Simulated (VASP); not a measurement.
# C (I4_1/amd) in VASP: notebook

Runs on C. Level: r2SCAN. Tasks: single point.

Everything below comes from runs of VASP 6.6.1. Logs are shortened: lines on timing, memory, paths and dates and some standing lists are left out, and cuts for length are marked.

### Step 1. The cell of the first run

The structure is tetragonal, space group I4_1/amd (No. 141). The conventional cell has a = 2.522 Å, b = 2.522 Å, c = 3.424 Å, α = 90.00°, β = 90.00°, γ = 90.00°. Within 2.0 Å of C (site symmetry -4m2) lie 4 C at 1.52 Å.

### Step 2. Single point, r2SCAN (strain +0.000 along x and y, -0.040 along z)

Contents of POSCAR:

```
C
1.0
    0.0000000000      1.7834000000      1.7120640000
    1.7834000000      0.0000000000      1.7120640000
    1.7834000000      1.7834000000      0.0000000000
C
2
Direct
    0.5000000000      0.5000000000      0.5000000000
    0.7500000000      0.7500000000      0.7500000000
```

Contents of INCAR.step1:

```
SYSTEM = C
PREC     = Accurate       ! precision mode
ENCUT    = 520            ! plane-wave cutoff, eV
ISMEAR   = 0              ! smearing method
SIGMA    = 0.05           ! smearing width, eV
LREAL    = .FALSE.        ! projectors in reciprocal space
LASPH    = .TRUE.         ! aspherical terms in the spheres
NELM     = 80             ! most SCF steps
NBANDS   = 11             ! bands
GGA      = PE             ! functional
ALGO     = Normal         ! electronic algorithm
EDIFF    = 1E-4           ! SCF threshold, eV
LWAVE    = .TRUE.         ! write WAVECAR
LCHARG   = .FALSE.        ! write CHGCAR
```

Contents of INCAR.step2:

```
SYSTEM = C
PREC     = Accurate       ! precision mode
ENCUT    = 520            ! plane-wave cutoff, eV
EDIFF    = 1E-7           ! SCF threshold, eV
ISMEAR   = 0              ! smearing method
SIGMA    = 0.05           ! smearing width, eV
LREAL    = .FALSE.        ! projectors in reciprocal space
LASPH    = .TRUE.         ! aspherical terms in the spheres
NELM     = 80             ! most SCF steps
ALGO     = Normal         ! electronic algorithm
ISIF     = 2              ! what is computed and relaxed
LWAVE    = .FALSE.        ! write WAVECAR
LCHARG   = .TRUE.         ! write CHGCAR
METAGGA  = R2SCAN         ! meta-GGA
LMIXTAU  = .TRUE.       
LELF     = .TRUE.         ! ELF
LVHAR    = .TRUE.       
NBANDS   = 11             ! bands
ISTART   = 1
```

Contents of KPOINTS:

```
Automatic mesh
0
G
  12 12 12
  0 0 0
```

Potentials or basis: VASP PAW PBE potentials, release 64 (C).

The run is started by

```
$ cat potpaw_PBE.64/C/POTCAR > POTCAR
$ cp INCAR.step1 INCAR
$ mpirun -np 1 vasp_std > vasp.out
$ cp INCAR.step2 INCAR
$ mpirun -np 1 vasp_std > vasp.out
```

OUTCAR:

```text
SYSTEM = C
   PREC = Accurate
   ENCUT = 520
   EDIFF = 1E-7
   ISMEAR = 0
   LREAL = .FALSE.
   LASPH = .TRUE.
   NELM = 80
   ISIF = 2
   METAGGA = R2SCAN
   ISTART = 1

 ion  position               nearest neighbor table
   1  0.500  0.500  0.500-   2 1.52   2 1.52   2 1.52   2 1.52
   2  0.750  0.750  0.750-   1 1.52   1 1.52   1 1.52   1 1.52

  LATTYP: Found a body centered tetragonal cell.
 ALAT       =     2.5221084671
 C/A-ratio  =     1.3576450199

  Lattice vectors:

 A1 = (   0.0000000000,  -1.7834000000,  -1.7120640000)
 A2 = (   0.0000000000,   1.7834000000,  -1.7120640000)
 A3 = (   1.7834000000,   0.0000000000,   1.7120640000)

Analysis of symmetry for initial positions (statically):
=====================================================================
 Subroutine PRICEL returns:
 Original cell was already a primitive cell.

 Routine SETGRP: Setting up the symmetry group for a
 body centered tetragonal supercell.

 Subroutine GETGRP returns: Found 16 space group operations
 (whereof  8 operations were pure point group operations)
 out of a pool of 16 trial point group operations.

The static configuration has the point symmetry D_2d.
 The point group associated with its full space group is D_4h.

Analysis of symmetry for dynamics (positions and initial velocities):
=====================================================================
 Subroutine PRICEL returns:
 Original cell was already a primitive cell.

 Routine SETGRP: Setting up the symmetry group for a
 body centered tetragonal supercell.

 Subroutine GETGRP returns: Found 16 space group operations
 (whereof  8 operations were pure point group operations)
 out of a pool of 16 trial point group operations.

The dynamic configuration has the point symmetry D_2d.
 The point group associated with its full space group is D_4h.

 Subroutine INISYM returns: Found 16 space group operations
 (whereof  8 operations are pure point group operations),
 and found     1 'primitive' translations

----------------------------------------------------------------------------------------

                                     Primitive cell

  volume of cell :      10.8905

  direct lattice vectors                    reciprocal lattice vectors
     0.000000000  1.783400000  1.712064000    -0.280363351  0.280363351  0.292045157
     1.783400000  0.000000000  1.712064000     0.280363351 -0.280363351  0.292045157
     1.783400000  1.783400000  0.000000000     0.280363351  0.280363351 -0.292045157

  length of vectors
     2.472180960  2.472180960  2.522108467     0.492440444  0.492440444  0.492440444

  position of ions in fractional coordinates (direct lattice)
     0.500000000  0.500000000  0.500000000
     0.750000000  0.750000000  0.750000000

  ion indices of the primitive-cell ions
   primitive index   ion index
                 1           1
                 2           2

----------------------------------------------------------------------------------------

 KPOINTS: Automatic mesh

Automatic generation of k-mesh.
 Grid dimensions read from file:
 generate k-points for:   12   12   12

 Generating k-lattice:

  Cartesian coordinates                     Fractional coordinates (reciprocal lattice)
    -0.023363613  0.023363613  0.024337096     0.083333333  0.000000000  0.000000000
     0.023363613 -0.023363613  0.024337096     0.000000000  0.083333333  0.000000000
     0.023363613  0.023363613 -0.024337096     0.000000000  0.000000000  0.083333333

  Length of vectors
     0.041036704  0.041036704  0.041036704

  Shift w.r.t. Gamma in fractional coordinates (k-lattice)
     0.000000000  0.000000000  0.000000000

 Subroutine IBZKPT returns following result:
 ===========================================

 Found    163 irreducible k-points:

 Following reciprocal coordinates:
            Coordinates               Weight
  0.000000  0.000000  0.000000      1.000000
  0.083333  0.000000  0.000000      8.000000
  0.166667  0.000000  0.000000      8.000000
  0.250000  0.000000  0.000000      8.000000
  0.333333  0.000000  0.000000      8.000000
  0.416667 -0.000000  0.000000      8.000000
[... 16 lines left out ...]
  0.500000  0.166667  0.000000      8.000000
 -0.416667  0.166667  0.000000      8.000000
 [... further k-points ...]
   k-points           NKPTS =    163   k-points in BZ     NKDIM =    163   number of bands    NBANDS=     11
   number of dos      NEDOS =    301   number of ions     NIONS =      2
   total plane-waves  NPLWV =   6480
   dimension x,y,z NGX =    18 NGY =   18 NGZ =   20
   dimension x,y,z NGXF=    36 NGYF=   36 NGZF=   40
   ions per type =               2
   NGX,Y,Z   is equivalent  to a cutoff of  12.10, 12.10, 13.18 a.u.
   NGXF,Y,Z  is equivalent  to a cutoff of  24.21, 24.21, 26.37 a.u.
 SYSTEM =  C
   PREC   = accura    normal or accurate (medium, high low for compatibility)
   ISTART =      1    job   : 0-new  1-cont  2-samecut
[... 59 lines left out ...]
 fundamental gap:      3.3415344802
 Fermi energy:        11.0126678453

 k-point     1 :       0.0000    0.0000    0.0000
  band No.  band energies     occupation
      1     -12.9506      2.00000
      2      10.1056      2.00000
      3      10.1056      2.00000
      4      10.7392      2.00000
      5      15.9115      0.00000
      6      16.4683      0.00000
      7      16.4683      0.00000
      8      25.1003      0.00000
      9      31.3031      0.00000
     10      37.0495      0.00000
     11      38.8960      0.00000

 k-point     2 :       0.0833    0.0000    0.0000
  band No.  band energies     occupation
      1     -12.7437      2.00000
      2       8.9106      2.00000
      3       9.7346      2.00000
      4      10.2298      2.00000
      5      16.4239      0.00000
      6      16.9258      0.00000
      7      17.2514      0.00000
      8      25.2741      0.00000
      9      31.6512      0.00000
     10      35.2196      0.00000
     11      36.4256      0.00000

 k-point     3 :       0.1667    0.0000    0.0000
  band No.  band energies     occupation
      1     -12.1260      2.00000
      2       6.1856      2.00000
      3       8.9247      2.00000
      4       9.4471      2.00000
      5      17.4196      0.00000
      6      17.8909      0.00000
      7      18.5455      0.00000
      8      25.7681      0.00000
      9      32.3474      0.00000
     10      33.7688      0.00000
     11      34.7266      0.00000

 k-point     4 :       0.2500    0.0000    0.0000
  band No.  band energies     occupation
      1     -11.1064      2.00000
      2       3.1149      2.00000
      3       8.0839      2.00000
      4       8.6893      2.00000
      5      18.2863      0.00000
      6      18.7205      0.00000
      7      19.5583      0.00000
      8      26.4469      0.00000
      9      32.6703      0.00000
     10      33.6440      0.00000
     11      34.3560      0.00000

 k-point     5 :       0.3333    0.0000    0.0000
  band No.  band energies     occupation
      1      -9.7081      2.00000
      2       0.1107      2.00000
      3       7.4122      2.00000
      4       8.1006      2.00000
      5      18.7539      0.00000
      6      19.1097      0.00000
      7      20.2111      0.00000
      8      27.0465      0.00000
      9      32.9346      0.00000
     10      34.9061      0.00000
     11      35.1627      0.00000
[... 211 lines left out ...]
 k-point    21 :       0.3333    0.1667    0.0000
  band No.  band energies     occupation
      1      -9.8449      2.00000
      2       2.2969      2.00000
      3       5.7568      2.00000
      4       6.9743      2.00000
      5      16.1949      0.00000
      6      22.0828      0.00000
      7      22.2491      0.00000
      8      22.8390      0.00000
      9      33.6944      0.00000
     10      34.2675      0.00000
     11      38.7134      0.00000

 k-point    22 :       0.4167    0.1667    0.0000
  band No.  band energies     occupation
      1      -8.3245      2.00000
      2      -0.4747      2.00000
      3       5.4816      2.00000
      4       6.1057      2.00000
      5      16.9345      0.00000
      6      22.1135      0.00000
      7      22.7607      0.00000
      8      23.5845      0.00000
      9      33.5177      0.00000
     10      35.3115      0.00000
     11      39.5720      0.00000

 k-point    23 :       0.5000    0.1667    0.0000
  band No.  band energies     occupation
      1      -6.6353      2.00000
      2      -2.8522      2.00000
      3       5.3345      2.00000
      4       5.5483      2.00000
      5      17.3734      0.00000
      6      21.7726      0.00000
      7      22.9648      0.00000
      8      25.3118      0.00000
      9      32.3941      0.00000
     10      36.6167      0.00000
     11      38.8349      0.00000

 k-point    24 :      -0.4167    0.1667    0.0000
  band No.  band energies     occupation
      1      -6.3760      2.00000
      2      -3.1703      2.00000
      3       4.7787      2.00000
      4       5.9456      2.00000
      5      17.7964      0.00000
      6      21.2738      0.00000
      7      22.9896      0.00000
      8      26.9773      0.00000
      9      31.2369      0.00000
     10      36.0710      0.00000
     11      37.1715      0.00000

 [... further k-points ...]
[... 5 lines left out ...]
  --------------------------------------------------------------------------------------
  -------------------------------------------------------------------------------------
  Total        0.3332163      0.3332163      3.0651955      0.0000000     -0.0000000      0.0000000
  in kB       49.0218085     49.0218085    450.9425871      0.0000000     -0.0000000      0.0000000
  external PRESSURE =     182.9954014 kB  Pullay stress =       0.0000000 kB

 VOLUME and BASIS-vectors are now :
 -----------------------------------------------------------------------------
  energy-cutoff  :      520.00
  volume of cell :       10.89
      direct lattice vectors                 reciprocal lattice vectors
     0.000000000  1.783400000  1.712064000    -0.280363351  0.280363351  0.292045157
     1.783400000  0.000000000  1.712064000     0.280363351 -0.280363351  0.292045157
     1.783400000  1.783400000  0.000000000     0.280363351  0.280363351 -0.292045157

 POSITION                                       TOTAL-FORCE (eV/Angst)
 -----------------------------------------------------------------------------------
      1.78340      1.78340      1.71206        -0.000000     -0.000000     -0.000000
      2.67510      2.67510      2.56810         0.000000      0.000000      0.000000
 -----------------------------------------------------------------------------------
    total drift:                                0.000000     -0.000000      0.000000

  FREE ENERGIE OF THE ION-ELECTRON SYSTEM (eV)
  ---------------------------------------------------
  free  energy   TOTEN  =       -19.5955652238 eV

  energy  without entropy=      -19.5955652238  energy(sigma->0) =      -19.59556522
```

Run time: 42 s. Hardware: 1 thread of Intel Xeon Platinum 8488C (Sapphire Rapids), shared host; peak memory 0.12 GiB.

Results:

* Free energy: -19.5956 eV
* Pressure: 18.3 GPa
* Band gap on the k mesh: 3.34 eV, indirect (least direct gap 5.17 eV)

Levels at points of the mesh, in eV from the valence-band top:
```csv
k point,band 2,band 3,band 4,band 5,band 6,band 7
"(0.00, 0.00, 0.00)",-0.63,-0.63,0.00,5.17,5.73,5.73
"(0.50, 0.00, 0.00)",-14.93,-3.89,-3.13,8.21,8.43,9.89
"(0.50, 0.50, 0.00)",-13.85,-7.76,-7.76,3.99,3.99,18.24
"(0.50, 0.00, 0.50)",-14.53,-7.11,-7.11,5.03,5.03,17.94
```

Caveat: the cell differs from its parent crystal (strain +0.000 along x and y, -0.040 along z); the PAW data sets were made with another functional, which shifts forces and pressure a little. A k mesh can miss the band edges.

### Step 3. Single point, r2SCAN (strain -0.040 along x and y, +0.040 along z)

Contents of POSCAR:

```
C
1.0
    0.0000000000      1.7120640000      1.8547360000
    1.7120640000      0.0000000000      1.8547360000
    1.7120640000      1.7120640000      0.0000000000
C
2
Direct
    0.5000000000      0.5000000000      0.5000000000
    0.7500000000      0.7500000000      0.7500000000
```

Contents of INCAR.step1:

```
SYSTEM = C
ALGO = Normal
EDIFF = 1E-4
ENCUT = 520
GGA = PE
ISMEAR = 0
LASPH = .True.
LCHARG = .False.
LREAL = .False.
LWAVE = .True.
NBANDS = 11
NELM = 80
PREC = Accurate
SIGMA = 0.05
```

Contents of INCAR.step2:

```
SYSTEM = C
ALGO = Normal
EDIFF = 1E-6
ENCUT = 520
ISIF = 2
ISMEAR = 0
ISTART = 1
LASPH = .True.
LCHARG = .False.
LMIXTAU = .True.
LREAL = .False.
LWAVE = .False.
METAGGA = R2SCAN
NBANDS = 11
NELM = 80
PREC = Accurate
SIGMA = 0.05
```

Contents of KPOINTS:

```
k-points
0
Gamma
  12 12 12
  0 0 0
```

Potentials or basis: VASP PAW PBE potentials, release 64 (C).

The run is started by

```
$ cat potpaw_PBE.64/C/POTCAR > POTCAR
$ cp INCAR.step1 INCAR
$ mpirun -np 1 vasp_std > vasp.out
$ cp INCAR.step2 INCAR
$ mpirun -np 1 vasp_std > vasp.out
```

It took 99 s on 1 thread of AMD EPYC 9R45, shared host; peak memory 0.1 GiB.

Results (log left out):

* Free energy: -19.4737 eV
* Pressure: 19.3 GPa
* Band gap on the k mesh: 3.36 eV, indirect (least direct gap 5.18 eV)

Stress tensor (GPa, compression positive):
```
 49.08   0.00   0.00
  0.00  49.08   0.00
  0.00   0.00 -40.21
```

Levels at points of the mesh, in eV from the valence-band top:
| k point | band 1 | band 2 | band 3 | band 4 | band 5 | band 6 | band 7 | band 8 |
| --- | --- | --- | --- | --- | --- | --- | --- | --- |
| (0.00, 0.00, 0.00) | -23.76 | -1.42 | 0.00 | 0.00 | 5.18 | 5.18 | 6.27 | 14.21 |
| (0.50, 0.00, 0.00) | -17.54 | -14.99 | -4.38 | -2.73 | 7.01 | 8.95 | 10.46 | 16.70 |
| (0.50, 0.50, 0.00) | -15.23 | -15.23 | -6.51 | -6.51 | 6.00 | 6.00 | 17.71 | 17.71 |
| (0.50, 0.00, 0.50) | -13.91 | -13.91 | -7.77 | -7.77 | 4.00 | 4.00 | 17.84 | 17.84 |

Caveat: the cell differs from its parent crystal (strain -0.040 along x and y, +0.040 along z); the PAW data sets were made with another functional, which shifts forces and pressure a little. A k mesh can miss the band edges.

### Step 4. Single point, r2SCAN (strain +0.000 along x and y, +0.040 along z)

Contents of POSCAR:

```
C
1.0
    0.0000000000      1.7834000000      1.8547360000
    1.7834000000      0.0000000000      1.8547360000
    1.7834000000      1.7834000000      0.0000000000
C
2
Direct
    0.5000000000      0.5000000000      0.5000000000
    0.7500000000      0.7500000000      0.7500000000
```

Contents of INCAR.step1:

```
  ALGO = Normal
  EDIFF = 1E-4
  ENCUT = 520
  GGA = PE
  ISMEAR = 0
  LASPH = True
  LCHARG = False
  LREAL = False
  LWAVE = True
  NBANDS = 11
  NELM = 100
  PREC = Accurate
  SIGMA = 0.05
```

Contents of INCAR.step2:

```
  ALGO = Normal
  EDIFF = 1E-6
  ENCUT = 520
  ISIF = 2
  ISMEAR = 0
  ISTART = 1
  LASPH = True
  LCHARG = False
  LMIXTAU = True
  LREAL = False
  LWAVE = False
  METAGGA = R2SCAN
  NBANDS = 11
  NELM = 100
  PREC = Accurate
  SIGMA = 0.05
```

Contents of KPOINTS:

```
k-points
0
Gamma
  12 12 12
```

The run is started by

```
$ cat potpaw_PBE.64/C/POTCAR > POTCAR
$ cp INCAR.step1 INCAR
$ mpirun -np 1 vasp_std > vasp.out
$ cp INCAR.step2 INCAR
$ mpirun -np 1 vasp_std > vasp.out
```

Run time: 1.8 min. Hardware: 1 thread of AMD EPYC 9R45, shared host; peak memory 0.1 GiB.

Results (log left out):

```
Free energy            : -19.5941 eV
Pressure               : -17.5 GPa
Band gap on the k mesh : 3.74 eV, indirect (least direct gap 5.36 eV)
```

Stress tensor (GPa, compression positive):
```
 -4.73   0.00   0.00
  0.00  -4.73   0.00
  0.00   0.00 -43.13
```

Levels at points of the mesh, in eV from the valence-band top:
| k point | band 1 | band 2 | band 3 | band 4 | band 5 | band 6 | band 7 | band 8 |
| --- | --- | --- | --- | --- | --- | --- | --- | --- |
| (0.00, 0.00, 0.00) | -22.37 | -0.63 | 0.00 | 0.00 | 5.36 | 5.36 | 5.88 | 12.65 |
| (0.50, 0.00, 0.00) | -16.64 | -13.81 | -3.44 | -2.71 | 7.62 | 8.65 | 9.09 | 16.11 |
| (0.50, 0.50, 0.00) | -13.91 | -13.91 | -6.23 | -6.23 | 5.33 | 5.33 | 16.89 | 16.89 |
| (0.50, 0.00, 0.50) | -13.31 | -13.31 | -6.80 | -6.80 | 4.40 | 4.40 | 17.04 | 17.04 |

Caveat: the cell differs from its parent crystal (strain +0.000 along x and y, +0.040 along z); the PAW data sets were made with another functional, which shifts forces and pressure a little.

### Step 5. The runs side by side

```tsv
cell	gap on the mesh (eV)	pressure (GPa)
a = 2.472, b = 2.472, c = 2.522 Å, angles 59.3, 59.3, 61.3°, 2 atoms	3.34	18.3
a = 2.524, b = 2.524, c = 2.421 Å, angles 61.3, 61.3, 57.3°, 2 atoms	3.36	19.3
a = 2.573, b = 2.573, c = 2.522 Å, angles 60.7, 60.7, 58.7°, 2 atoms	3.74	-17.5
```

Alike in all rows: task single point; level r2SCAN; potentials or basis VASP PAW PBE potentials, release 64 (C); no spin polarisation; k mesh 12 × 12 × 12; cutoff (eV) 520; smearing gaussian 0.05 eV.

Caveats: the PAW data sets were made with another functional, which shifts forces and pressure a little.

Total energies depend on the potentials used, so only differences within one code and one set of settings carry meaning.
